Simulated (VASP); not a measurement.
# Al30Cu (a cell with a defect) in VASP: a series of runs

Runs on Al30Cu (a cell with a defect). Level: PBE+D3(BJ). Tasks: single point.

Everything below comes from runs of VASP 6.6.1. Logs are shortened: lines on timing, memory, paths and dates and some standing lists are left out, and cuts for length are marked.

## 1. The cell of the first run

The cell holds a defect, 31 atoms: a = 8.100 Å, b = 8.100 Å, c = 8.100 Å, α = 90.00°, β = 90.00°, γ = 90.00°.

## 2. Single point, PBE+D3(BJ)

INCAR

```
ALGO     = Normal         # electronic algorithm
EDIFF    = 1E-7           # SCF threshold, eV
ENCUT    = 520            # plane-wave cutoff, eV
GGA      = PE             # functional
ISIF     = 2              # what is computed and relaxed
ISMEAR   = 0              # smearing method
IVDW     = 12             # dispersion correction
LASPH    = True           # aspherical terms in the spheres
LCHARG   = False          # write CHGCAR
LREAL    = Auto         
LWAVE    = False          # write WAVECAR
NBANDS   = 72             # bands
NELM     = 80             # most SCF steps
PREC     = Accurate       # precision mode
SIGMA    = 0.1            # smearing width, eV
```

KPOINTS

```
k-points
0
Gamma
  3 3 3
```

POSCAR

```
Al30Cu
1.0
    8.1000000000      0.0000000000      0.0000000000
    0.0000000000      8.1000000000      0.0000000000
    0.0000000000      0.0000000000      8.1000000000
Al Cu
30 1
Direct
    0.5001248148      0.0010411111      0.0009564198
    0.7524658025      0.2500648148      0.0018196296
    0.7524576543      0.0019095062      0.2499740741
    0.0001255556      0.0036537037      0.0035632099
    0.2477869136      0.2500566667      0.0018212346
    0.5001296296      0.5021102469     -0.0029330864
    0.7492739506      0.7512074074      0.0009011111
    0.2477858025      0.0018987654      0.2499764198
    0.5001222222      0.2491916049      0.2491062963
    0.7531813580      0.4954865432      0.2506119753
    0.5001193827     -0.0028554321      0.5020260494
    0.7531711111      0.2506996296      0.4953998765
    0.7492737037      0.0009881481      0.7511162963
    0.0001275309      0.4967100000      0.0013780247
    0.2509788889      0.7512001235      0.0009009877
    0.2470659259      0.4954807407      0.2506128395
    0.5001243210      0.7505795062      0.2516070370
    0.0001185185      0.0014651852      0.4966214815
    0.2470674074      0.2506918519      0.4953988889
    0.5001225926      0.5026720988      0.5025903704
    0.7512639506      0.7466917284      0.5036869136
    0.2509716049      0.0009809877      0.7511187654
    0.5001235802      0.2516867901      0.7504997531
    0.7512637037      0.5037777778      0.7466067901
    0.0001229630      0.7419570370      0.2570355556
    0.2489767901      0.7466809877      0.5036891358
    0.0001234568      0.2571286420      0.7418649383
    0.2489881481      0.5037679012      0.7466103704
    0.5001244444      0.7530035802      0.7529196296
    0.0001256790      0.7499475309      0.7498651852
    0.0001235802      0.4558838272      0.4558051852
```

Potentials or basis: VASP PAW PBE potentials, release 64 (Al, Cu).

The run is started by

```
> cat potpaw_PBE.64/Al/POTCAR potpaw_PBE.64/Cu/POTCAR > POTCAR
> mpirun -np 1 vasp_std > vasp.out
```

OUTCAR:

```text
EDIFF = 1E-7
   ENCUT = 520
   GGA = PE
   ISIF = 2
   ISMEAR = 0
   IVDW = 12
   LASPH = True
   LREAL = Auto
   NELM = 80
   PREC = Accurate
 IVDW          = 12

 ion  position               nearest neighbor table
   1  0.500  0.001  0.001-  29 2.84   9 2.84   7 2.86  15 2.86  13 2.86  22 2.86  23 2.87  17 2.87
                             3 2.87   5 2.87   8 2.87   2 2.87
   2  0.752  0.250  0.002-   4 2.83  10 2.83  14 2.83   3 2.84   9 2.86  13 2.86   1 2.87  23 2.88
                             6 2.89  27 2.91  24 2.91
   3  0.752  0.002  0.250-   4 2.83  12 2.83  18 2.83   2 2.84   9 2.86   7 2.86   1 2.87  17 2.88
                            11 2.89  25 2.91  21 2.91
   4  0.000  0.004  0.004-   5 2.83   2 2.83   8 2.83   3 2.83  22 2.88   7 2.88  13 2.88  15 2.88
                            30 2.91  25 2.95  27 2.95
   5  0.248  0.250  0.002-   4 2.83  16 2.83  14 2.83   8 2.84   9 2.86  22 2.86   1 2.87  23 2.88
                             6 2.89  27 2.91  28 2.91
   6  0.500  0.502  0.997-  29 2.84  23 2.85  15 2.85   7 2.85  24 2.87  28 2.87  17 2.88   2 2.89
                             5 2.89   9 2.89  10 2.90  16 2.90
   7  0.749  0.751  0.001-  29 2.85   6 2.85   1 2.86  13 2.86   3 2.86  17 2.86  24 2.87  30 2.87
                             4 2.88  14 2.89  10 2.90  25 2.90
   8  0.248  0.002  0.250-   4 2.83  19 2.83  18 2.83   5 2.84   9 2.86  15 2.86   1 2.87  17 2.88
                            11 2.89  25 2.91  26 2.91
   9  0.500  0.249  0.249-   1 2.84  12 2.86  16 2.86  19 2.86  10 2.86   3 2.86   5 2.86   8 2.86
[... 28 lines left out ...]
                             5 2.88   2 2.88  12 2.91  19 2.91
  24  0.751  0.504  0.747-  21 2.78  30 2.84  20 2.84  27 2.84  29 2.87   6 2.87   7 2.87  23 2.88
                            14 2.89  12 2.89   2 2.91
  25  0.000  0.742  0.257-  31 2.82  10 2.83  16 2.83  26 2.84  21 2.84  18 2.86  14 2.87   7 2.90
                            15 2.90   8 2.91   3 2.91   4 2.95
  26  0.249  0.747  0.504-  28 2.78  30 2.84  20 2.84  25 2.84  29 2.87  11 2.87  22 2.87  17 2.88
                            18 2.89  16 2.89   8 2.91
  27  0.000  0.257  0.742-  31 2.82  19 2.83  12 2.83  28 2.84  24 2.84  14 2.86  18 2.87  13 2.90
                            22 2.90   2 2.91   5 2.91   4 2.95
  28  0.249  0.504  0.747-  26 2.78  30 2.84  20 2.84  27 2.84  29 2.87   6 2.87  15 2.87  23 2.88
                            14 2.89  19 2.89   5 2.91
  29  0.500  0.753  0.753-  11 2.84   6 2.84   1 2.84  15 2.85  22 2.85   7 2.85  13 2.85  24 2.87
                            28 2.87  21 2.87  26 2.87  20 2.87
  30  0.000  0.750  0.750-  26 2.84  24 2.84  21 2.84  28 2.84  22 2.87   7 2.87  15 2.87  13 2.87
                            14 2.89  18 2.89   4 2.91
  31  0.000  0.456  0.456-  16 2.62  19 2.62  10 2.62  12 2.62  27 2.82  25 2.82

  LATTYP: Found a simple cubic cell.
 ALAT       =     8.1000000000

  Lattice vectors:

 A1 = (   8.1000000000,   0.0000000000,   0.0000000000)
 A2 = (   0.0000000000,   8.1000000000,   0.0000000000)
 A3 = (   0.0000000000,   0.0000000000,   8.1000000000)

Analysis of symmetry for initial positions (statically):
=====================================================================
 Subroutine PRICEL returns:
 Original cell was already a primitive cell.

 Routine SETGRP: Setting up the symmetry group for a
 simple cubic supercell.

 Subroutine GETGRP returns: Found  1 space group operations
 (whereof  1 operations were pure point group operations)
 out of a pool of 48 trial point group operations.

The static configuration has the point symmetry C_1 .

Analysis of symmetry for dynamics (positions and initial velocities):
=====================================================================
 Subroutine PRICEL returns:
 Original cell was already a primitive cell.

 Routine SETGRP: Setting up the symmetry group for a
 simple cubic supercell.

 Subroutine GETGRP returns: Found  1 space group operations
 (whereof  1 operations were pure point group operations)
[... 46 lines left out ...]
   TEBEG  =    0.0;   TEEND  =   0.0 temperature during run
   PSTRESS=    0.0 pullay stress
   NELECT =     101.0000    total number of electrons
   NUPDOWN=      -1.0000    fix difference up-down
   EMIN   =  10.00;   EMAX   =-10.00  energy-range for DOS
   EFERMI =   0.00;   METHOD = LEGACY
   ISMEAR =     0;   SIGMA  =   0.10  broadening in eV -4-tet -1-fermi 0-gaus
   EFERMI_NEDOS =   21; number of points for ismear=-14 and -15
   IALGO  =     38    algorithm
   IMIX   =      4    mixing-type and parameters
     AMIX     =   0.40;   BMIX     =  1.00
     AMIX_MAG =   1.60;   BMIX_MAG =  1.00
  volume/ion in A,a.u.               =      17.14       115.69
  Fermi-wavevector in a.u.,A,eV,Ry     =   0.941233  1.778672 12.053656  0.885919
  Thomas-Fermi vector in A             =   2.068723
   LORBIT       =      0    0 simple, 1 ext, 2 COOP (PROOUT), +10 PAW based schemes
   GGA     = PE    functional components
   LHFCALC =     F    Hartree Fock is set to
   AEXX    =    0.0000 exact exchange contribution
   IVDW    =    12    specifies the selected vdW correction
   LEPSILON=     F    determine dielectric tensor
   LRPA    =     F    only Hartree local field effects (RPA)
 non-spin polarized calculation
 Gauss-broadening in eV      SIGMA  =   0.10
  energy-cutoff  :      520.00
  volume of cell :      531.44
 maximum number of plane-waves:     14358
   NGX = 31   NGY = 31   NGZ = 31

 number of electron     101.0000001 magnetization

 Free energy of the ion-electron system (eV)
  ---------------------------------------------------
  ext. energy  EPLUGINS =         0.00000000
  ---------------------------------------------------
  free energy    TOTEN  =      -115.65459318 eV

  energy without entropy =     -115.60786325  energy(sigma->0) =     -115.63122821

 E-fermi :   7.3056     XC(G=0): -10.0543

 val. band max:        7.2919429404   @ k =   0.0000   0.0000   0.0000
 cond. band min:       7.3513346643   @ k =   0.0000   0.3333   0.0000
 fundamental gap:      0.0593917239
 Fermi energy:         7.3056217523

 k-point     1 :       0.0000    0.0000    0.0000
  band No.  band energies     occupation
      1      -3.3900      2.00000
      2      -1.2553      2.00000
      3      -1.2502      2.00000
      4      -1.2260      2.00000
      5      -1.2100      2.00000
      6      -1.0645      2.00000
[... 899 lines left out ...]
     61       9.2139      0.00000
     62       9.2418      0.00000
 [bands above 62 left out]

------------------------ aborting loop because EDIFF is reached ----------------------------------------

 Edisp (eV)  -10.08953

 E8    (eV) :    -4.5043

  FORCE on cell =-STRESS in cart. coord.  units (eV):
  Direction    XX          YY          ZZ          XY          YZ          ZX
  --------------------------------------------------------------------------------------
  -------------------------------------------------------------------------------------
  Total     -15.77093   -17.99842   -17.99870    -0.00346     0.03755    -0.00097
  in kB     -47.54587   -54.26125   -54.26210    -0.01042     0.11322    -0.00293
  external pressure =      -52.02 kB  Pullay stress =        0.00 kB

 VOLUME and BASIS-vectors are now :
 -----------------------------------------------------------------------------
  energy-cutoff  :      520.00
  volume of cell :      531.44
      direct lattice vectors                 reciprocal lattice vectors
     8.100000000  0.000000000  0.000000000     0.123456790  0.000000000  0.000000000
     0.000000000  8.100000000  0.000000000     0.000000000  0.123456790  0.000000000
     0.000000000  0.000000000  8.100000000     0.000000000  0.000000000  0.123456790

 POSITION                                       TOTAL-FORCE (eV/Angst)
 -----------------------------------------------------------------------------------
      4.05101      0.00843      0.00775         0.001073     -0.003478     -0.003642
      6.09497      2.02552      0.01474         0.006586     -0.006653     -0.006055
      6.09491      0.01547      2.02479         0.006916     -0.006410     -0.005971
      0.00102      0.02959      0.02886         0.000255     -0.010012     -0.009181
      2.00707      2.02546      0.01475        -0.006933     -0.006365     -0.007715
      4.05105      4.06709      8.07624        -0.000355     -0.000472     -0.013257
[... 23 lines left out ...]
      0.00102      6.07458      6.07391        -0.001226     -0.000213      0.000424
      0.00100      3.69266      3.69202        -0.000161      0.278668      0.278620
 -----------------------------------------------------------------------------------
    total drift:                                0.002864      0.040376      0.041252

  FREE ENERGIE OF THE ION-ELECTRON SYSTEM (eV)
  ---------------------------------------------------
  free  energy   TOTEN  =      -125.7441268143 eV

  energy  without entropy=     -125.6973968827  energy(sigma->0) =     -125.72076185
```

It took 12 min on 1 thread of Intel Xeon Platinum 8488C (Sapphire Rapids), shared host; peak memory 0.67 GiB.

What came out:

```yaml
Free_energy: -125.7441 eV
Pressure: -5.2 GPa
Largest_force: 0.394 eV/Å
Band_gap_on_the_k_mesh: zero (an odd number of electrons rules out a gap without spin polarisation)
Dispersion_energy_per_atom: -0.325 eV
```

Forces on the atoms (eV/Å):
```
Al   0.001 -0.003 -0.004
Al   0.007 -0.007 -0.006
Al   0.007 -0.006 -0.006
Al   0.000 -0.010 -0.009
Al  -0.007 -0.006 -0.008
Al   0.000  0.000 -0.013
Al  -0.014 -0.003 -0.009
Al  -0.008 -0.007 -0.006
Al   0.001 -0.007 -0.008
Al   0.039 -0.020 -0.005
Al  -0.001 -0.013 -0.001
Al   0.040 -0.006 -0.020
Al  -0.014 -0.009 -0.003
Al   0.000 -0.001 -0.029
Al   0.015 -0.003 -0.010
Al  -0.039 -0.020 -0.006
Al   0.001 -0.020  0.002
Al   0.000 -0.028 -0.001
Al  -0.039 -0.005 -0.020
Al   0.000 -0.012 -0.011
Al  -0.001 -0.019 -0.011
Al   0.014 -0.010 -0.003
Al   0.001  0.002 -0.020
Al  -0.002 -0.011 -0.019
Al  -0.001  0.000 -0.021
Al   0.001 -0.018 -0.010
Al  -0.001 -0.021  0.001
Al   0.001 -0.011 -0.019
Al   0.000 -0.004 -0.005
Al  -0.001  0.000  0.000
Cu   0.000  0.279  0.279
```

Stress tensor (GPa, compression positive):
```
-4.75  0.00  0.00
 0.00 -5.43  0.01
 0.00  0.01 -5.43
```

Levels at points of the mesh, in eV from the Fermi level:
```tsv
k point	band 48	band 49	band 50	band 51	band 52	band 53	band 54	band 55
(0.00, 0.00, 0.00)	-0.13	-0.12	-0.01	0.59	0.68	0.68	0.68	0.78
```

## 3. Single point, PBE+D3(BJ)

INCAR

```
PREC = Accurate ; ENCUT = 520
EDIFF = 1E-6 ; ISMEAR = 0
SIGMA = 0.1 ; LREAL = Auto
LASPH = T ; NELM = 80
ALGO = Normal ; ISIF = 2
LWAVE = F ; LCHARG = F
GGA = PE ; IVDW = 12
NBANDS = 72
```

KPOINTS

```
Automatic mesh
0
Gamma
  3 3 3
```

POSCAR

```
Al30Cu
1.0
    8.1000000000      0.0000000000      0.0000000000
    0.0000000000      8.1000000000      0.0000000000
    0.0000000000      0.0000000000      8.1000000000
Al Cu
30 1
Direct
    0.5008672840     -0.0037086420     -0.0042976543
    0.7520260494      0.2455207407      0.0020067901
    0.7520175309      0.0025992593      0.2449256790
    0.0008707407     -0.0006806173     -0.0012738272
    0.2497090123      0.2455083951      0.0020038272
    0.5008723457      0.4975709877     -0.0018566667
    0.7499961728      0.7483000000     -0.0025239506
    0.2497120988      0.0025874074      0.2449222222
    0.5008604938      0.2466050617      0.2460188889
    0.7540919753      0.4985240741      0.2532118519
    0.5008617284     -0.0012775309      0.4969804938
    0.7540830864      0.2538022222      0.4979281481
    0.7499960494     -0.0019322222      0.7477039506
    0.0008697531      0.4922067901      0.0066079012
    0.2517440741      0.7482888889     -0.0025272840
    0.2476327160      0.4985071605      0.2532061728
    0.5008686420      0.7520766667      0.2465598765
    0.0008612346      0.0072001235      0.4916135802
    0.2476370370      0.2537886420      0.4979232099
    0.5008623457      0.5000143210      0.4994256790
    0.7532116049      0.7473391358      0.4985833333
    0.2517359259     -0.0019414815      0.7477032099
    0.5008676543      0.2471441975      0.7514939506
    0.7532112346      0.4991759259      0.7467459259
    0.0008634568      0.7478386420      0.2519139506
    0.2485128395      0.7473264198      0.4985840741
    0.0008645679      0.2525135802      0.7472382716
    0.2485235802      0.4991641975      0.7467475309
    0.5008683951      0.7482143210      0.7476251852
    0.0008661728      0.7456116049      0.7450243210
    0.0008480247      0.2924239506      0.2918417284
```

Potentials or basis: VASP PAW PBE potentials, release 64 (Al, Cu).

The run is started by

```
> cat potpaw_PBE.64/Al/POTCAR potpaw_PBE.64/Cu/POTCAR > POTCAR
> mpirun -np 1 vasp_std > vasp.out
```

It took 10 min on 1 thread of Intel Xeon 6975P-C (Granite Rapids), shared host; peak memory 0.65 GiB.

It converged, with:

```yaml
Free_energy: -125.7493 eV
Pressure: -5.1 GPa
Largest_force: 0.393 eV/Å
Band_gap_on_the_k_mesh: zero (an odd number of electrons rules out a gap without spin polarisation)
Dispersion_energy_per_atom: -0.325 eV
```

Forces on the atoms (eV/Å):
```
Al   0.000  0.006  0.007
Al   0.000  0.012  0.018
Al  -0.003  0.017  0.013
Al   0.003 -0.002 -0.004
Al   0.002  0.012  0.019
Al   0.002 -0.001  0.019
Al  -0.012  0.009  0.003
Al   0.001  0.017  0.013
Al   0.000  0.015  0.015
Al   0.037  0.006  0.022
Al   0.001  0.020  0.000
Al   0.036  0.019  0.008
Al  -0.011  0.003  0.008
Al  -0.003  0.021  0.001
Al   0.013  0.011  0.004
Al  -0.040  0.004  0.022
Al  -0.001  0.013  0.003
Al  -0.004 -0.001  0.022
Al  -0.040  0.022  0.003
Al   0.005  0.003 -0.001
Al   0.004  0.007  0.006
Al   0.012  0.005  0.010
Al   0.001  0.002  0.012
Al   0.004  0.007  0.008
Al   0.002  0.023 -0.001
Al  -0.006  0.008  0.003
Al  -0.001 -0.001  0.025
Al  -0.005  0.004  0.007
Al   0.002  0.006  0.004
Al  -0.001  0.011  0.011
Cu   0.000 -0.278 -0.278
```

Stress tensor (GPa, compression positive):
```
-4.71  0.00  0.00
 0.00 -5.37  0.01
 0.00  0.01 -5.37
```

Levels at points of the mesh, in eV from the Fermi level:
```csv
k point,band 47,band 48,band 49,band 50,band 51,band 52,band 53,band 54,band 55,band 56
"(0.00, 0.00, 0.00)",-0.32,-0.13,-0.12,-0.02,0.59,0.68,0.68,0.68,0.79,0.82
```

## 4. Single point, PBE+D3(BJ)

INCAR

```
SYSTEM = Al30Cu
ALGO = Normal
EDIFF = 1E-7
ENCUT = 520
GGA = PE
ISIF = 2
ISMEAR = 0
IVDW = 12
LASPH = .True.
LCHARG = .True.
LELF = .True.
LREAL = Auto
LVHAR = .True.
LWAVE = .False.
NBANDS = 72
NELM = 100
PREC = Accurate
SIGMA = 0.1
```

KPOINTS

```
k-points
0
Gamma
  3 3 3
  0 0 0
```

POSCAR

```
Al30Cu
1.0
    8.1000000000      0.0000000000      0.0000000000
    0.0000000000      8.1000000000      0.0000000000
    0.0000000000      0.0000000000      8.1000000000
Al Cu
30 1
Direct
    0.5007428395     -0.0040545679     -0.0045601235
    0.7513904938      0.2451618519      0.0011786420
    0.7513825926      0.0016890123      0.2446500000
    0.0007434568      0.0000581481     -0.0004524691
    0.2500970370      0.2451534568      0.0011759259
    0.5007476543      0.4979382716     -0.0033296296
    0.7505296296      0.7482083951     -0.0021732099
    0.2500995062      0.0016767901      0.2446504938
    0.5007391358      0.2459914815      0.2454855556
    0.7483374074      0.4996256790      0.2518140741
    0.5007404938     -0.0028339506      0.4974317284
    0.7483220988      0.2523193827      0.4991176543
    0.7505292593     -0.0016649383      0.7476969136
    0.0007449383      0.4908635802      0.0083520988
    0.2509617284      0.7482000000     -0.0021719753
    0.2531338272      0.4996038272      0.2518149383
    0.5007428395      0.7529740741      0.2473286420
    0.0007387654      0.0088604938      0.4903546914
    0.2531433333      0.2523123457      0.4991054321
    0.5007396296      0.5012846914      0.5007787654
    0.7523622222      0.7477914815      0.4999454321
    0.2509529630     -0.0016700000      0.7476976543
    0.5007429630      0.2478287654      0.7524760494
    0.7523598765      0.5004550617      0.7472811111
    0.0007407407      0.7454688889      0.2538320988
    0.2491166667      0.7477785185      0.4999458025
    0.0007417284      0.2543493827      0.7449483951
    0.2491281481      0.5004440741      0.7472839506
    0.5007432099      0.7489467901      0.7484407407
    0.0007404938      0.7457906173      0.7452885185
    0.0007480247      0.3240013580      0.3235216049
```

The run is started by

```
> cat potpaw_PBE.64/Al/POTCAR potpaw_PBE.64/Cu/POTCAR > POTCAR
> mpirun -np 1 vasp_std > vasp.out
```

It took 14 min on 1 thread of Intel Xeon 6975P-C (Granite Rapids), shared host; peak memory 0.67 GiB.

It converged, with:

```
Free energy                : -125.5905 eV
Pressure                   : -4.9 GPa
Largest force              : 0.385 eV/Å
Band gap on the k mesh     : zero (an odd number of electrons rules out a gap without spin polarisation)
Dispersion energy per atom : -0.326 eV
```

Forces in eV/Å, atoms in the order of the input:
```
Al  -0.001 -0.001  0.000
Al   0.003  0.005  0.014
Al   0.002  0.015  0.005
Al   0.005 -0.001 -0.005
Al  -0.003  0.005  0.016
Al  -0.001  0.005  0.016
Al  -0.007  0.007  0.003
Al  -0.004  0.016  0.004
Al  -0.001  0.009  0.010
Al   0.034  0.007  0.033
Al  -0.001  0.013  0.006
Al   0.035  0.034  0.005
Al  -0.007  0.003  0.007
Al  -0.004  0.011  0.022
Al   0.011  0.008  0.003
Al  -0.035  0.008  0.034
Al  -0.001  0.018 -0.006
Al  -0.004  0.022  0.011
Al  -0.035  0.033  0.010
Al   0.002  0.013  0.011
Al   0.013  0.006 -0.002
Al   0.011  0.004  0.006
Al   0.000 -0.007  0.019
Al   0.012 -0.002  0.006
Al   0.000  0.028  0.002
Al  -0.011  0.004 -0.002
Al  -0.001  0.000  0.029
Al  -0.010 -0.002  0.005
Al   0.001  0.002  0.001
Al  -0.001  0.008  0.008
Cu  -0.001 -0.272 -0.272
```

Stress tensor (GPa, compression positive):
```
-4.11  0.00  0.00
 0.00 -5.37 -0.01
 0.00 -0.01 -5.36
```

Levels at points of the mesh, in eV from the Fermi level:
```
           k point  band 49  band 50  band 51  band 52  band 53  band 54
(0.00, 0.00, 0.00)    -0.05     0.03     0.54     0.65     0.67     0.70
```
